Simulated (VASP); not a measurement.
A run of VASP 6.6.1 is set up as follows.

INCAR

```
SYSTEM = SnSe
  ALGO = Normal
  EDIFF = 1E-7
  ENCUT = 520
  GGA = CA
  ISIF = 2
  ISMEAR = 0
  LASPH = .TRUE.
  LCHARG = .FALSE.
  LREAL = .FALSE.
  LWAVE = .FALSE.
  NBANDS = 28
  NELM = 100
  PREC = Accurate
  SIGMA = 0.05
```

KPOINTS

```
k-points
0
G
  6 6 4
  0 0 0
```

Contents of POSCAR:

```
SnSe
1.0
    4.3496073304      0.0000000000      0.0000000000
    0.0000000000      4.3496073304      0.0000000000
    0.0000000000      0.0000000000     10.9906921300
Sn Se
2 2
Direct
    0.5000000000      0.0000000000      0.3722291100
    0.0000000000      0.5000000000      0.6277708900
    0.5000000000      0.0000000000      0.6160394900
    0.0000000000      0.5000000000      0.3839605100
```

Potentials or basis: VASP PAW LDA potentials, release 64 (Sn_d, Se).

Launch:

```sh
$ cat potpaw_LDA.64/Sn_d/POTCAR potpaw_LDA.64/Se/POTCAR > POTCAR
$ mpirun -np 1 vasp_std > vasp.out
```

Q: Estimate the band gap on the k mesh.

A: 1.45 eV.

Q: What does it give for the largest force?

A: 0.299 eV/Å.

Forces in eV/Å, atoms in the order of the input:
```
Sn   0.000  0.000  0.299
Sn   0.000  0.000 -0.299
Se   0.000  0.000 -0.065
Se   0.000  0.000  0.065
```

Caveat: the cell differs from its parent crystal (strain +0.0150 x Voigt [1, 1, 0, 0, 0, 0]); spin-orbit coupling is left out, which moves the levels of the heavy elements.
